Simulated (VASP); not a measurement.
The system is CsPbCl3.

```
CELL_PARAMETERS angstrom
5.84738 0.00000 0.00000
0.00000 5.84738 0.00000
0.00000 0.00000 5.63145
ATOMIC_POSITIONS crystal
Cs 0.00000 0.00000 0.00000
Pb 0.50000 0.50000 0.50000
Cl 0.50000 0.50000 0.00000
Cl 0.50000 0.00000 0.50000
Cl 0.00000 0.50000 0.50000
```

This cell differs from its parent crystal: epitaxial xy strain +3.0%.

Base run:

| Property | Result |
| --- | --- |
| Program | VASP 6.6.1 |
| Functional | r2SCAN |
| Potentials or basis | VASP PAW PBE potentials, release 64 (Cs_sv, Pb_d, Cl) |
| Cutoff | 520 eV |
| k mesh | 4 × 4 × 4 |
| Occupations | gaussian, width 0.01 eV |
| Spin | no spin polarisation |

Its results: band gap on the k mesh 2.57 eV; pressure -1.1 GPa.

Problem. The run is repeated on the same cell with these changes: functional from r2SCAN to PBE; occupations from gaussian, width 0.01 eV to fermi-dirac, width 0.02 eV. What comes out?

Solution. Band gap on the k mesh 2.19 eV; pressure -0.4 GPa.

Caveats: spin-orbit coupling is left out, which moves the levels of the heavy elements; the PAW data sets were made with another functional, which shifts forces and pressure a little (at least some runs).

A k mesh can miss the band edges.
